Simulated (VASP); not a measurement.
# NaI (Pm-3m) in VASP: further runs, part 2 of 2

VASP 6.6.1. The steps go on from the part before.

## Step 3: G0W0 quasiparticle levels, r2SCAN

Input file POSCAR:

```
NaI
1.0
    4.0405365658      0.0000000000      0.0000000000
    0.0000000000      4.0405365658      0.0000000000
    0.0000000000      0.0000000000      4.0405365658
Na I
1 1
Direct
    0.0000000000      0.0000000000      0.0000000000
    0.5000000000      0.5000000000      0.5000000000
```

Input file INCAR.step1:

```
PREC     = Accurate       # precision mode
ENCUT    = 500            # plane-wave cutoff, eV
EDIFF    = 1E-8           # SCF threshold, eV
ISMEAR   = 0              # smearing method
SIGMA    = 0.01           # smearing width, eV
LREAL    = F              # projectors in reciprocal space
LASPH    = T              # aspherical terms in the spheres
NELM     = 60             # most SCF steps
ALGO     = Normal         # electronic algorithm
LWAVE    = T              # write WAVECAR
LCHARG   = F              # write CHGCAR
METAGGA  = R2SCAN         # meta-GGA
LMIXTAU  = T
```

Input file INCAR.step2:

```
PREC     = Accurate       # precision mode
ENCUT    = 500            # plane-wave cutoff, eV
EDIFF    = 1E-8           # SCF threshold, eV
ISMEAR   = 0              # smearing method
SIGMA    = 0.01           # smearing width, eV
LREAL    = F              # projectors in reciprocal space
LASPH    = T              # aspherical terms in the spheres
NELM     = 1              # most SCF steps
ALGO     = Exact          # electronic algorithm
LWAVE    = T              # write WAVECAR
LCHARG   = F              # write CHGCAR
METAGGA  = R2SCAN         # meta-GGA
LMIXTAU  = T            
NBANDS   = 256            # bands
LOPTICS  = T              # frequency-dependent dielectric function
ISTART   = 1
```

Input file INCAR.step3:

```
PREC     = Accurate       # precision mode
ENCUT    = 500            # plane-wave cutoff, eV
EDIFF    = 1E-8           # SCF threshold, eV
ISMEAR   = 0              # smearing method
SIGMA    = 0.01           # smearing width, eV
LREAL    = F              # projectors in reciprocal space
LASPH    = T              # aspherical terms in the spheres
ALGO     = EVGW0          # electronic algorithm
LWAVE    = F              # write WAVECAR
LCHARG   = F              # write CHGCAR
METAGGA  = R2SCAN         # meta-GGA
LMIXTAU  = T            
NELMGW   = 1            
NBANDS   = 256            # bands
ENCUTGW  = 140.0          # cutoff of the response function
NOMEGA   = 48             # frequency points
PRECFOCK = Fast         
ISTART   = 1            
NBANDSGW = 16
```

Input file KPOINTS:

```
Automatic mesh
0
Gamma
  4 4 4
```

Potentials or basis: VASP PAW PBE potentials, release 64 (Na_sv_GW, I_GW).

Started as:

```
> cat potpaw_PBE.64/Na_sv_GW/POTCAR potpaw_PBE.64/I_GW/POTCAR > POTCAR
> cp INCAR.step1 INCAR
> mpirun -np 1 vasp_std > vasp.out
> cp INCAR.step2 INCAR
> mpirun -np 1 vasp_std > vasp.out
> cp INCAR.step3 INCAR
> mpirun -np 1 vasp_std > vasp.out
```

OUTCAR:

```text
PREC = Accurate
   ENCUT = 500
   EDIFF = 1E-8
   ISMEAR = 0
   LREAL = F
   LASPH = T
   METAGGA = R2SCAN
   NELMGW = 1
   ENCUTGW = 140.0
   PRECFOCK = Fast
   ISTART = 1

 ion  position               nearest neighbor table
   1  0.000  0.000  0.000-
   2  0.500  0.500  0.500-

  LATTYP: Found a simple cubic cell.
 ALAT       =     4.0405365658

  Lattice vectors:

 A1 = (   4.0405365658,   0.0000000000,   0.0000000000)
[... 155 lines left out ...]
   ENCUTGWSOFT         = 112.0    soft cutoff for Coulomb kernel in GW response function in eV
   ENCUTLF             =  -1.0    cutoff for local field effects
   NELMGW              =     1    number of iterations in solving QP/BSE equation
   NELMHF              =     1    number of iterations in the inner HF iteration
   NKREDLFX            =     1    NKREDLFY  =   1   NKREDLFZ  =   1
 non-spin polarized calculation
 Gauss-broadening in eV      SIGMA  =   0.01
  energy-cutoff  :      500.00
  volume of cell :       65.97
 maximum number of plane-waves:      1743
 NGX is ok and might be reduce to    30
  NGX = 16; NGY = 16; NGZ = 16
   NGX = 15   NGY = 15   NGZ = 15
 maximum number of plane-waves:       280

 QP shifts <psi_nk| G(iteration)W_0 |psi_nk>: iteration 1
 for sc-GW calculations column KS-energies equals QP-energies in previous step
 and V_xc(KS)=  KS-energies - (<T + V_ion + V_H > + <T+V_H+V_ion>^1  + <V_x>^1)

 k-point   1 :       0.0000    0.0000    0.0000
  band No.  KS-energies  QP-energies   sigma(KS)   V_xc(KS)     V^pw_x(r,r')   Z            occupation Imag(sigma)

      1     -52.4576     -59.5203     -41.5715     -32.2136     -49.3023       0.7547       2.0000       0.5245
      2     -22.8848     -27.5972     -35.7205     -29.7353     -41.4886       0.7873       2.0000       0.3413
      3     -22.8848     -27.5972     -35.7205     -29.7353     -41.4886       0.7873       2.0000       0.3413
      4     -22.8848     -27.5972     -35.7205     -29.7353     -41.4886       0.7873       2.0000       0.3413
      5     -10.5434     -11.5021     -13.8015     -12.5009     -18.8426       0.7372       2.0000       1.5947
      6       0.9684      -0.2756     -12.9472     -11.3768     -14.1203       0.7922       2.0000       0.2151
[... 175 lines left out ...]
      2     -22.8898     -27.5687     -35.6986     -29.7177     -41.4655       0.7823       2.0000       0.3420
      3     -22.8898     -27.5687     -35.6986     -29.7177     -41.4655       0.7823       2.0000       0.3420
      4     -22.8898     -27.5687     -35.6986     -29.7177     -41.4655       0.7823       2.0000       0.3420
      5      -9.5864     -10.4500     -14.2651     -13.0914     -19.0406       0.7358       2.0000       1.3875
      6      -0.5154      -1.8488     -12.4219     -10.7199     -13.9399       0.7834       2.0000       0.2841
[... 8 lines left out ...]
     15      16.3884      16.5405      -7.3829      -7.5708      -2.8506       0.8095       0.0000      -0.7525
     16      18.6107      19.3892      -8.8619      -9.8307      -3.9463       0.8035       0.0000      -0.7506
```

OUTCAR.step2:

```text
PREC = Accurate
   ENCUT = 500
   EDIFF = 1E-8
   ISMEAR = 0
   LREAL = F
[... 769 lines left out ...]
     0.00000     4.06348     4.06348     4.06348    -0.00000     0.00000     0.00000
     2.31908     4.59494     4.59494     4.59494    -0.00000     0.00000     0.00000
     4.63816     5.48105     5.48105     5.48105    -0.00000    -0.00000     0.00000
     6.95724    -0.34670    -0.34670    -0.34670     0.00000     0.00000    -0.00000
     9.27632    -0.51935    -0.51935    -0.51935     0.00000     0.00000    -0.00000
    11.59540    -0.35624    -0.35624    -0.35624    -0.00000     0.00000    -0.00000
[... 92 lines left out ...]
   227.26983     0.99295     0.99295     0.99295     0.00000    -0.00000     0.00000
   229.58891     0.99311     0.99311     0.99311     0.00000    -0.00000     0.00000
```

It took 12 min on 1 thread of Intel Xeon 8259CL, shared host; peak memory 0.96 GiB.

What came out:

```
Band gap on the k mesh, mean-field level : 2.86 eV, indirect (least direct gap 3.18 eV)
Quasiparticle gap                        : 4.55 eV
Least direct quasiparticle gap           : 4.95 eV
```

Caveat: bands, screening cutoff and mesh are small and nothing is extrapolated, so the quasiparticle values aren't converged; spin-orbit coupling is left out, which moves the levels of the heavy elements.

## Step 4: G0W0 quasiparticle levels, PBE

POSCAR is that of step 3.

Input file INCAR.step1:

```
SYSTEM = NaI
PREC = Accurate ; ENCUT = 500
EDIFF = 1E-8 ; ISMEAR = 0
SIGMA = 0.01 ; LREAL = .FALSE.
LASPH = .TRUE. ; NELM = 60
ALGO = Normal ; LWAVE = .TRUE.
LCHARG = .FALSE. ; GGA = PE
```

Input file INCAR.step2:

```
SYSTEM = NaI
PREC = Accurate ; ENCUT = 500
EDIFF = 1E-8 ; ISMEAR = 0
SIGMA = 0.01 ; LREAL = .FALSE.
LASPH = .TRUE. ; NELM = 1
ALGO = Exact ; LWAVE = .TRUE.
LCHARG = .FALSE. ; GGA = PE
NBANDS = 256 ; LOPTICS = .TRUE.
ISTART = 1
```

Input file INCAR.step3:

```
SYSTEM = NaI
PREC = Accurate ; ENCUT = 500
EDIFF = 1E-8 ; ISMEAR = 0
SIGMA = 0.01 ; LREAL = .FALSE.
LASPH = .TRUE. ; ALGO = EVGW0
LWAVE = .FALSE. ; LCHARG = .FALSE.
GGA = PE ; NELMGW = 1
NBANDS = 256 ; ENCUTGW = 140.0
NOMEGA = 48 ; PRECFOCK = Fast
ISTART = 1 ; NBANDSGW = 16
```

Input file KPOINTS:

```
regular mesh
0
G
  4 4 4
  0 0 0
```

Potentials or basis: VASP PAW PBE potentials, release 64 (Na_sv_GW, I_GW).

Started as:

```
> cat potpaw_PBE.64/Na_sv_GW/POTCAR potpaw_PBE.64/I_GW/POTCAR > POTCAR
> cp INCAR.step1 INCAR
> mpirun -np 1 vasp_std > vasp.out
> cp INCAR.step2 INCAR
> mpirun -np 1 vasp_std > vasp.out
> cp INCAR.step3 INCAR
> mpirun -np 1 vasp_std > vasp.out
```

OUTCAR:

```text
SYSTEM = NaI
   PREC = Accurate
   ENCUT = 500
   EDIFF = 1E-8
   ISMEAR = 0
   LREAL = .FALSE.
   LASPH = .TRUE.
   GGA = PE
   NELMGW = 1
   ENCUTGW = 140.0
   PRECFOCK = Fast
   ISTART = 1

 ion  position               nearest neighbor table
   1  0.000  0.000  0.000-
   2  0.500  0.500  0.500-

  LATTYP: Found a simple cubic cell.
 ALAT       =     4.0405365658

  Lattice vectors:

 A1 = (   4.0405365658,   0.0000000000,   0.0000000000)
 A2 = (   0.0000000000,   4.0405365658,   0.0000000000)
 A3 = (   0.0000000000,   0.0000000000,   4.0405365658)

Analysis of symmetry for initial positions (statically):
=====================================================================
 Subroutine PRICEL returns:
 Original cell was already a primitive cell.

 Routine SETGRP: Setting up the symmetry group for a
 simple cubic supercell.

[... 127 lines left out ...]
   LORBIT       =      0    0 simple, 1 ext, 2 COOP (PROOUT), +10 PAW based schemes
   GGA     = PE    functional components
   LHFCALC =     T    Hartree Fock is set to
   PRECFOCK=fast      Normal, Fast or Accurate (Low or Medium for compatibility)
   ENCUT4O =  -1.0   cutoff for four orbital integrals eV
   NKREDX  =     1    reduce k-point grid by
   NKREDY  =     1    reduce k-point grid by
   NKREDZ  =     1    reduce k-point grid by
   AEXX    =    1.0000 exact exchange contribution
   HFSCREEN=    0.0000 screening length (either q_TF or 0.3 A-1)
   HFSCREENC=   0.0000 screening length for correlation (either q_TF or 0.3 A-1)
   ENCUTFOCK=  -1.0 apply spherical cutoff to Coloumb kernel
   IVDW    =     0    specifies the selected vdW correction
   LEPSILON=     F    determine dielectric tensor
   LRPA    =     F    only Hartree local field effects (RPA)
   LRPAFORCE           =     F    calculate RPA forces
   ENCUTGW             = 140.0    cutoff for response function in eV
   ENCUTGWSOFT         = 112.0    soft cutoff for Coulomb kernel in GW response function in eV
   ENCUTLF             =  -1.0    cutoff for local field effects
   NELMGW              =     1    number of iterations in solving QP/BSE equation
   NELMHF              =     1    number of iterations in the inner HF iteration
   NKREDLFX            =     1    NKREDLFY  =   1   NKREDLFZ  =   1
 non-spin polarized calculation
 Gauss-broadening in eV      SIGMA  =   0.01
  energy-cutoff  :      500.00
  volume of cell :       65.97
 maximum number of plane-waves:      1743
 NGX is ok and might be reduce to    30
  NGX = 16; NGY = 16; NGZ = 16
   NGX = 15   NGY = 15   NGZ = 15
 maximum number of plane-waves:       280

 QP shifts <psi_nk| G(iteration)W_0 |psi_nk>: iteration 1
 for sc-GW calculations column KS-energies equals QP-energies in previous step
 and V_xc(KS)=  KS-energies - (<T + V_ion + V_H > + <T+V_H+V_ion>^1  + <V_x>^1)

 k-point   1 :       0.0000    0.0000    0.0000
  band No.  KS-energies  QP-energies   sigma(KS)   V_xc(KS)     V^pw_x(r,r')   Z            occupation Imag(sigma)

      1     -49.8585     -58.5253     -41.0499     -29.2781     -49.1274       0.7362       2.0000       0.5497
      2     -21.7900     -27.1524     -35.3131     -28.3296     -41.3695       0.7679       2.0000       0.3681
      3     -21.7900     -27.1524     -35.3131     -28.3296     -41.3695       0.7679       2.0000       0.3681
      4     -21.7900     -27.1524     -35.3131     -28.3296     -41.3695       0.7679       2.0000       0.3681
      5      -9.8828     -11.1898     -13.6920     -11.8761     -18.8958       0.7197       2.0000       1.6146
      6       1.2833      -0.1242     -12.8641     -11.0502     -14.0650       0.7760       2.0000       0.2248
[... 175 lines left out ...]
      2     -21.7953     -27.1228     -35.2894     -28.3100     -41.3444       0.7633       2.0000       0.3688
      3     -21.7953     -27.1228     -35.2894     -28.3100     -41.3444       0.7633       2.0000       0.3688
      4     -21.7953     -27.1228     -35.2894     -28.3100     -41.3444       0.7633       2.0000       0.3688
      5      -8.9965     -10.1562     -14.1473     -12.5289     -19.0851       0.7166       2.0000       1.4214
      6      -0.1658      -1.6805     -12.3021     -10.3263     -13.8764       0.7666       2.0000       0.2995
[... 8 lines left out ...]
     15      15.5072      16.1926      -7.6245      -8.4873      -2.9034       0.7945       0.0000      -0.7822
     16      18.1233      19.1783      -8.9640     -10.2737      -3.9084       0.8056       0.0000      -0.9538
```

OUTCAR.step1:

```text
SYSTEM = NaI
   PREC = Accurate
   ENCUT = 500
   EDIFF = 1E-8
   ISMEAR = 0
   LREAL = .FALSE.
   LASPH = .TRUE.
[... 354 lines left out ...]
      0.00000      0.00000      0.00000         0.000000      0.000000      0.000000
      2.02027      2.02027      2.02027         0.000000      0.000000      0.000000
 -----------------------------------------------------------------------------------
    total drift:                                0.000000     -0.000000     -0.000000

  FREE ENERGIE OF THE ION-ELECTRON SYSTEM (eV)
  ---------------------------------------------------
  free  energy   TOTEN  =        -7.1351821669 eV

  energy  without entropy=       -7.1351821669  energy(sigma->0) =       -7.13518217
```

Run time: 4.2 min. Hardware: 1 thread of Intel Xeon 6975P-C (Granite Rapids), shared host; peak memory 0.94 GiB.

Results:

```yaml
Band_gap_on_the_k_mesh_mean-field_level: 2.29 eV, indirect (least direct gap 2.79 eV)
Quasiparticle_gap: 4.20 eV
Least_direct_quasiparticle_gap: 4.64 eV
```

Caveat: bands, screening cutoff and mesh are small and nothing is extrapolated, so the quasiparticle values aren't converged; spin-orbit coupling is left out, which moves the levels of the heavy elements. A k mesh can miss the band edges.
